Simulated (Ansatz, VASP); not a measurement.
**One calculation of Os, two programs**

```
Os
1.0
    -1.53513    1.53513    1.53513
     1.53513   -1.53513    1.53513
     1.53513    1.53513   -1.53513
Os
1
Direct
  0.00000 0.00000 0.00000
```

Alike in both runs: task single point; functional r2SCAN; k mesh 18 × 18 × 18; occupations gaussian, width 0.05 eV; no spin polarisation.

|  | VASP | Ansatz |
| --- | --- | --- |
| version | VASP 6.6.1 | Ansatz 0.2.0 |
| potentials or method | VASP PAW PBE potentials, release 64 (Os), cutoff 520 eV | scalar-relativistic, plane waves, PAW |
| valence electrons in the cell | 8 | 16 |

```csv
,VASP,Ansatz,Ansatz less VASP
gap on the k mesh at the Fermi level (eV),none,none,-
pressure (GPa),1.1,0.0,-1.16
```

VASP's potentials were made for PBE, not for r2SCAN. A gap of «none» marks a metal or a gap that the smearing closes. VASP's potentials hold 8 valence electrons a cell and Ansatz's 16, so a difference there can come from the potentials and not from the codes.

Spin-orbit coupling is off throughout.
